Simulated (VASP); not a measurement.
# H2CO in VASP: notebook, part 2 of 2

VASP 6.6.1. The steps go on from the part before.

### 4 Single point, PBE+D3(BJ)

The input, INCAR:

```
ALGO = Normal
EDIFF = 1E-6
ENCUT = 520
GGA = PE
ISIF = 2
ISMEAR = -1
IVDW = 12
LASPH = True
LCHARG = True
LELF = True
LREAL = Auto
LVHAR = True
LWAVE = False
NBANDS = 70
NELM = 80
PREC = Accurate
SIGMA = 0.02
```

The input, KPOINTS:

```
k-points
0
Gamma
  1 1 1
```

The input, POSCAR:

```
H2CO
1.0
    8.7538210000      0.0000000000      0.0000000000
    0.0000000000      8.7538210000      0.0000000000
    0.0000000000      0.0000000000      8.7538210000
C O H
8 8 16
Direct
    0.5591729600      0.7443035447      0.5425630705
    0.3493674362      0.2287686714      0.4333421942
    0.2601264065      0.8699058388      0.8262791757
    0.1172516550      0.5923470448      0.3892471642
    0.5868180307      0.6740942041      0.1733528707
    0.8035462457      0.3278911004      0.1219924419
    0.2492054612      0.4367692691      0.9262355262
    0.9046792252      0.1438000617      0.6571416071
    0.4385170773      0.6960960248      0.5571852566
    0.6800801616      0.7970804978      0.5345894096
    0.3381494778      0.0943702184      0.4610672300
    0.3683305839      0.3599799448      0.4026698741
    0.1505856700      0.8307800674      0.7625812774
    0.3697699553      0.9086203613      0.9003154165
    0.0941531704      0.5293916794      0.5062246532
    0.1317710289      0.6696047360      0.2775816412
    0.6577813277      0.6261722738      0.0675819165
    0.5968936308      0.5790043000      0.2612687648
    0.4651111783      0.6687251202      0.1597359599
    0.6376872454      0.7768036381      0.2151860313
    0.8199733579      0.4140363391      0.2091429560
    0.8375999464      0.3868367882      0.0177979422
    0.6845696297      0.2956423258      0.1208729308
    0.8606641603      0.2159057171      0.1519108056
    0.2963277408      0.4236664195      1.0397516696
    0.2249303476      0.3211740336      0.8844594835
    0.3289991879      0.5036886178      0.8550551810
    0.1353694575      0.5021578577      0.9314104092
    0.9222144250      0.2037281777      0.7590171195
    0.7854512904      0.1033491546      0.6370589483
    0.9752655440      0.0371266445      0.6679140458
    0.9341977635      0.1858616940      0.5412493584
```

Potentials or basis: VASP PAW PBE potentials, release 64 (C, O, H).

Command:

```sh
$ cat potpaw_PBE.64/C/POTCAR potpaw_PBE.64/O/POTCAR potpaw_PBE.64/H/POTCAR > POTCAR
$ mpirun -np 1 vasp_gam > vasp.out
```

OUTCAR:

```text
EDIFF = 1E-6
   ENCUT = 520
   GGA = PE
   ISIF = 2
   ISMEAR = -1
   IVDW = 12
   LASPH = True
   LREAL = Auto
   NELM = 80
   PREC = Accurate
 IVDW          = 12

 ion  position               nearest neighbor table
   1  0.559  0.744  0.543-   9 1.14  10 1.16
   2  0.349  0.229  0.433-  12 1.19  11 1.21
   3  0.260  0.870  0.826-  13 1.16  14 1.21
   4  0.117  0.592  0.389-  15 1.18  16 1.20
[... 328 lines left out ...]
  -------------------------------------------------------------------------------------
  Total       2.74370    -7.28182    -3.80565     2.44439     3.38889     0.77808
  in kB       6.55320   -17.39233    -9.08963     5.83832     8.09422     1.85842
  external pressure =       -6.64 kB  Pullay stress =        0.00 kB

 VOLUME and BASIS-vectors are now :
 -----------------------------------------------------------------------------
  energy-cutoff  :      520.00
  volume of cell :      670.80
      direct lattice vectors                 reciprocal lattice vectors
     8.753821000  0.000000000  0.000000000     0.114235829  0.000000000  0.000000000
     0.000000000  8.753821000  0.000000000     0.000000000  0.114235829  0.000000000
     0.000000000  0.000000000  8.753821000     0.000000000  0.000000000  0.114235829

 POSITION                                       TOTAL-FORCE (eV/Angst)
 -----------------------------------------------------------------------------------
      4.89490      6.51550      4.74950         1.340358      0.756493      0.115504
      3.05830      2.00260      3.79340         0.389554     -1.156788      0.043265
      2.27710      7.61500      7.23310         2.778061      0.921298      2.325302
      1.02640      5.18530      3.40740        -0.352145      1.441025     -0.471489
      5.13690      5.90090      1.51750         1.592668     -3.374977     -0.694835
      7.03410      2.87030      1.06790         0.362078     -0.918484      0.524463
[... 24 lines left out ...]
      8.53730      0.32500      5.84680        -0.482146      0.435712     -0.034542
      8.17780      1.62700      4.73800         0.335243      0.788461      0.804222
 -----------------------------------------------------------------------------------
    total drift:                               -0.022206     -0.000965      0.011676

  FREE ENERGIE OF THE ION-ELECTRON SYSTEM (eV)
  ---------------------------------------------------
  free  energy   TOTEN  =      -187.9573313134 eV

  energy  without entropy=     -187.9573313134  energy(sigma->0) =     -187.95733131
```

OSZICAR:

```text
N       E                     dE             d eps       ncg     rms          rms(c)
DAV:   1     0.858684987858E+03    0.85868E+03   -0.44479E+04   140   0.116E+03
DAV:   2    -0.774697185398E+02   -0.93615E+03   -0.87047E+03   178   0.280E+02
DAV:   3    -0.204081516593E+03   -0.12661E+03   -0.12603E+03   176   0.114E+02
DAV:   4    -0.207089744717E+03   -0.30082E+01   -0.29814E+01   184   0.202E+01
DAV:   5    -0.207166788896E+03   -0.77044E-01   -0.76870E-01   176   0.302E+00    0.255E+01
DAV:   6    -0.189786665161E+03    0.17380E+02   -0.43543E+01   160   0.221E+01    0.119E+01
DAV:   7    -0.187956610365E+03    0.18301E+01   -0.56187E+00   160   0.728E+00    0.690E+00
DAV:   8    -0.187253416907E+03    0.70319E+00   -0.71810E-01   176   0.284E+00    0.221E+00
DAV:   9    -0.187162173915E+03    0.91243E-01   -0.12712E-01   184   0.140E+00    0.534E-01
DAV:  10    -0.187161536925E+03    0.63699E-03   -0.20358E-02   160   0.616E-01    0.252E-01
DAV:  11    -0.187160036562E+03    0.15004E-02   -0.48905E-03   160   0.366E-01    0.919E-02
DAV:  12    -0.187159204270E+03    0.83229E-03   -0.17404E-03   176   0.201E-01    0.538E-02
DAV:  13    -0.187158987241E+03    0.21703E-03   -0.36901E-04   152   0.941E-02    0.280E-02
DAV:  14    -0.187158923837E+03    0.63404E-04   -0.92678E-05   184   0.512E-02    0.136E-02
DAV:  15    -0.187158912009E+03    0.11828E-04   -0.33036E-05   152   0.285E-02    0.777E-03
DAV:  16    -0.187158910336E+03    0.16733E-05   -0.10680E-05   184   0.161E-02    0.386E-03
DAV:  17    -0.187158910188E+03    0.14767E-06   -0.35301E-06   136   0.824E-03
   1 F= -.18795733E+03 E0= -.18795733E+03  d E =-.322156E-11
```

Run time: 94 s. Hardware: 1 thread of AMD EPYC 7R13 (Zen 3), shared host; peak memory 0.62 GiB.

Results:

- Free energy: -187.9573 eV
- Pressure: -0.7 GPa
- Largest force: 3.866 eV/Å
- Band gap on the k mesh: 6.36 eV
- Dispersion energy per atom: -0.025 eV

Forces on the atoms (eV/Å):
```
C    1.340  0.756  0.116
C    0.390 -1.157  0.043
C    2.778  0.921  2.325
C   -0.352  1.441 -0.471
C    1.593 -3.375 -0.695
C    0.362 -0.918  0.524
C   -1.401  0.826 -0.181
C   -0.313 -2.956 -2.471
O   -3.327 -1.448  0.247
O    1.993  0.747 -0.298
O    0.026  2.539 -0.403
O   -0.322 -1.470  0.345
O   -0.982 -0.356 -0.818
O   -1.791 -0.603 -1.522
O    0.200 -0.127 -0.601
O    0.068 -1.262  1.107
H   -1.501  1.020  1.615
H    0.497  0.823 -0.433
H   -0.695  0.767 -0.751
H    0.030  0.816  0.209
H    0.099  0.016  0.698
H    0.157 -0.571 -0.460
H   -0.738  0.239 -0.257
H    0.193  1.158 -0.504
H    0.129  0.170  0.510
H    0.158  0.135 -0.371
H   -0.159 -0.425 -0.012
H    1.281 -0.710  0.057
H    0.082  1.565  0.991
H    0.353  0.215  0.691
H   -0.482  0.436 -0.035
H    0.335  0.788  0.804
```

Stress tensor (GPa, compression positive):
```
 0.66  0.58  0.19
 0.58 -1.74  0.81
 0.19  0.81 -0.91
```

Caveat: the k points lie up to 0.72 Å⁻¹ apart.

### 5 Single point, PBE+D3(BJ)

The input, INCAR:

```
SYSTEM = H2CO
PREC = Accurate ; ENCUT = 520
EDIFF = 1E-6 ; ISMEAR = -1
SIGMA = 0.02 ; LREAL = Auto
LASPH = .TRUE. ; NELM = 80
ALGO = Normal ; ISIF = 2
LWAVE = .FALSE. ; LCHARG = .TRUE.
GGA = PE ; IVDW = 12
LELF = .TRUE. ; LVHAR = .TRUE.
NBANDS = 70
```

The input, KPOINTS:

```
regular mesh
0
G
  1 1 1
  0 0 0
```

The input, POSCAR:

```
H2CO
1.0
    8.7538210000      0.0000000000      0.0000000000
    0.0000000000      8.7538210000      0.0000000000
    0.0000000000      0.0000000000      8.7538210000
C O H
8 8 16
Direct
    0.5561114398      0.7529740441      0.5498741635
    0.3516293056      0.2164426255      0.4459195590
    0.2881370318      0.8813179982      0.8069847441
    0.1336787672      0.5916959006      0.3849518970
    0.5679576953      0.6725291733      0.1684864244
    0.7667737323      0.2931748319      0.1228377871
    0.2886510930      0.4415443268      0.9457812765
    0.9336494315      0.0850371512      0.7055775986
    0.4287270667      0.7296013935      0.5454760841
    0.6843411580      0.7888783652      0.5543864788
    0.3308041140      0.0845002428      0.4640030908
    0.3694615186      0.3411081858      0.4029668873
    0.1784363651      0.8291008007      0.7373123120
    0.3881505002      0.9265439629      0.8802213342
    0.0987568743      0.5059961816      0.4881868158
    0.1681665641      0.6768358640      0.2846185683
    0.6181871893      0.6870828179      0.0615388412
    0.5939234992      0.5787415575      0.2409576344
    0.4370777058      0.6636416258      0.1607298116
    0.5883145200      0.7779574200      0.2494453565
    0.7586401413      0.2804375369      0.2529409729
    0.7207595403      0.4130082166      0.1128193048
    0.6956847758      0.1980849277      0.0830266006
    0.8897371788      0.2964419766      0.1011444031
    0.3505097945      0.3530229828      1.0173842942
    0.2115990263      0.3784747255      0.8679752533
    0.3860714081      0.4958520399      0.8906624890
    0.2168424509      0.5193046556      1.0094791749
    0.9989580550      0.1425434676      0.8007017735
    0.8121253565      0.1073816794      0.7257859168
    0.9426169441     -0.0350589760      0.7010310126
    0.9641960922      0.1174915503      0.5902679527
```

Command:

```sh
$ cat potpaw_PBE.64/C/POTCAR potpaw_PBE.64/O/POTCAR potpaw_PBE.64/H/POTCAR > POTCAR
$ mpirun -np 1 vasp_gam > vasp.out
```

Wall time 99 s (1 thread of AMD EPYC 7R13 (Zen 3), shared host); peak memory 0.62 GiB.

Results (log left out):

```
Free energy                : -187.6133 eV
Pressure                   : -0.3 GPa
Largest force              : 6.209 eV/Å
Band gap on the k mesh     : 6.28 eV
Dispersion energy per atom : -0.026 eV
```

Forces in eV/Å, atoms in the order of the input:
```
C    3.374  1.246  0.068
C   -0.352 -1.548 -1.037
C   -4.996 -2.451 -2.755
C   -0.414 -0.957  1.460
C   -3.151  2.323  3.202
C   -0.438  1.175  2.804
C    0.602 -1.741  0.237
C   -0.495  1.128  0.743
O   -4.557 -1.305 -0.158
O    1.331  0.002  0.077
O    0.109  0.189  0.757
O    0.401  1.298  0.254
O    3.263  1.521  1.921
O    1.698  0.837  0.913
O    0.691  2.028 -2.463
O   -0.445 -1.003  1.081
H    1.012 -0.083 -1.478
H    0.882 -1.189  0.089
H    1.402  0.314 -0.287
H   -0.155 -1.244 -1.554
H    0.236 -0.050 -0.949
H    0.051 -1.097 -0.662
H    0.312  0.325 -0.695
H   -0.094 -0.451 -0.537
H   -0.924  0.691 -0.060
H    0.454  0.237 -0.174
H   -0.279  0.470 -0.530
H    0.124  0.323  0.483
H   -0.212 -0.590 -0.962
H   -0.086  0.281 -0.114
H    0.407 -1.459  0.572
H    0.249  0.779 -0.247
```

Stress tensor (GPa, compression positive):
```
 0.56 -0.51 -0.39
-0.51 -0.43 -0.13
-0.39 -0.13 -1.14
```

Levels at points of the mesh, in eV from the valence-band top:
```csv
k point,band 45,band 46,band 47,band 48,band 49,band 50,band 51,band 52
"(0.00, 0.00, 0.00)",-0.25,-0.13,-0.03,0.00,6.28,7.14,7.60,7.67
```

Caveat: the k points lie up to 0.72 Å⁻¹ apart.

### 6 The runs side by side

```tsv
cell	gap on the mesh (eV)	pressure (GPa)	largest force (eV/Å)
as given, atomic positions A	6.76	0.1	0.59
as given, atomic positions B	6.61	1.6	4.12
as given, atomic positions C	6.36	-0.7	3.87
as given, atomic positions D	6.28	-0.3	6.21
```

Alike in all rows: task single point; level PBE+D3(BJ); potentials or basis VASP PAW PBE potentials, release 64 (C, O, H); no spin polarisation; k mesh 1 × 1 × 1; cutoff (eV) 520; smearing fermi-dirac 0.02 eV.

Caveats: all runs use coarse meshes.

Absolute energies hang on the potentials; compare differences alone.
